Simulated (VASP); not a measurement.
Input of a VASP 6.6.1 run:

INCAR

```
SYSTEM = ZnS
  PREC = Accurate
  ENCUT = 520
  EDIFF = 1E-6
  ISMEAR = -1
  SIGMA = 0.05
  LREAL = .False.
  LASPH = .True.
  NELM = 100
  ALGO = Normal
  ISIF = 2
  LWAVE = .False.
  LCHARG = .False.
  GGA = B5
  ALDAX = 1.0
  AGGAX = 1.0
  AGGAC = 1.0
  ALDAC = 0.0
  IVDW = 12
  VDW_S6 = 1.0
  VDW_S8 = 2.6996
  VDW_A1 = 0.4298
  VDW_A2 = 4.2359
  NBANDS = 16
```

KPOINTS

```
regular mesh
0
Gamma
  9 9 9
  0 0 0
```

Contents of POSCAR:

```
ZnS
1.0
    0.0000000000      2.6838652254      2.6838652254
    2.6838652254      0.0000000000      2.6838652254
    2.6838652254      2.6838652254      0.0000000000
Zn S
1 1
Direct
    0.7500000000      0.7500000000      0.7500000000
    0.0000000000      0.0000000000      0.0000000000
```

Potentials or basis: VASP PAW PBE potentials, release 64 (Zn, S).

Command:

```console
$ cat potpaw_PBE.64/Zn/POTCAR potpaw_PBE.64/S/POTCAR > POTCAR
$ mpirun -np 1 vasp_std > vasp.out
```

Q: What does it give for the band gap on the k mesh?

A: 2.22 eV, direct.

Q: Estimate the dispersion energy per atom.

A: -0.682 eV.

Q: Predict the pressure.

A: 0.8 GPa.

Caveat: the PAW data sets were made with another functional, which shifts forces and pressure a little.

**The experiment to reproduce.**

“Electronic, vibrational, and thermodynamic properties of ZnS (zincblende and rocksalt structure)”, 2009, arxiv:0911.5022 quotes, for a bulk crystal of ZnS at 19 K: band gap 3.85 eV (direct).

Measured gap of ZnS: 3.85 eV (direct; 19 K; quoted in “Electronic, vibrational, and thermodynamic properties of ZnS (zincblende and rocksalt structure)”, 2009, arxiv:0911.5022). This calculation gives 2.22 eV (-1.63 eV). The value is that of BLYP+D3(BJ), without temperature or zero-point motion. Semilocal functionals fall short of measured gaps as a rule.
